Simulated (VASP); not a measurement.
Input of a VASP 6.6.1 run:

File INCAR:

```
PREC     = Accurate       # precision mode
ENCUT    = 520            # plane-wave cutoff, eV
EDIFF    = 1E-6           # SCF threshold, eV
ISMEAR   = 0              # smearing method
SIGMA    = 0.02           # smearing width, eV
LREAL    = False          # projectors in reciprocal space
LASPH    = True           # aspherical terms in the spheres
NELM     = 80             # most SCF steps
ALGO     = Normal         # electronic algorithm
ISIF     = 2              # what is computed and relaxed
LWAVE    = False          # write WAVECAR
LCHARG   = False          # write CHGCAR
GGA      = PE             # functional
NBANDS   = 16             # bands
```

Contents of KPOINTS:

```
regular mesh
0
Gamma
  8 8 6
```

The input POSCAR:

```
AlN
1.0
    2.2263549603      2.2263549603      0.0000000000
   -2.2263549603      2.2263549603      0.0000000000
    0.0000000000      0.0000000000      4.2050313713
Al N
2 2
Direct
    0.0000000000      0.0000000000      0.0000000000
    0.5000000000      0.5000000000      0.5000000000
    0.5000000000      0.0000000000      0.2500000000
    0.0000000000      0.5000000000      0.7500000000
```

Potentials or basis: VASP PAW PBE potentials, release 64 (Al, N).

Command:

```sh
$ cat potpaw_PBE.64/Al/POTCAR potpaw_PBE.64/N/POTCAR > POTCAR
$ mpirun -np 1 vasp_std > vasp.out
```

Predict the pressure.

4.2 GPa.

What does it give for the band gap on the k mesh?

3.03 eV.

Stress tensor (GPa, compression positive):
```
2.19 0.00 0.00
0.00 2.19 0.00
0.00 0.00 8.37
```

Caveat: the cell differs from its parent crystal (uniaxial strain along c: -4.5 %). A k mesh can miss the band edges.
